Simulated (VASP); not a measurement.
Input of a VASP 6.6.1 run:

INCAR

```
SYSTEM = Ge
PREC = Accurate
ENCUT = 600
EDIFF = 1E-6
ISMEAR = -1
SIGMA = 0.08
LREAL = .FALSE.
LASPH = .TRUE.
NELM = 100
ALGO = Normal
ISIF = 3
LWAVE = .FALSE.
LCHARG = .FALSE.
GGA = CA
IBRION = 2
NSW = 60
EDIFFG = -0.005
```

Contents of KPOINTS:

```
regular mesh
0
G
  16 16 16
  0 0 0
```

The input POSCAR:

```
Ge
1.0
   -1.6809877034      1.6809877034      1.6809877034
    1.6809877034     -1.6809877034      1.6809877034
    1.6809877034      1.6809877034     -1.6809877034
Ge
1
Direct
    0.0000000000      0.0000000000      0.0000000000
```

Potentials or basis: VASP PAW LDA potentials, release 64 (Ge_d).

Command:

```bash
$ cat potpaw_LDA.64/Ge_d/POTCAR > POTCAR
$ mpirun -np 1 vasp_std > vasp.out
```

Q: Predict the space group after relaxing (to 0.1 Å).

A: Im-3m (No. 229).

Q: Estimate the band gap on the k mesh.

A: Zero (bands 7 and 8 overlap by 12.64 eV).

Final structure:
```
CELL_PARAMETERS angstrom
-1.64886 1.64886 1.64886
1.64886 -1.64886 1.64886
1.64886 1.64886 -1.64886
ATOMIC_POSITIONS crystal
Ge 0.00000 0.00000 0.00000
```
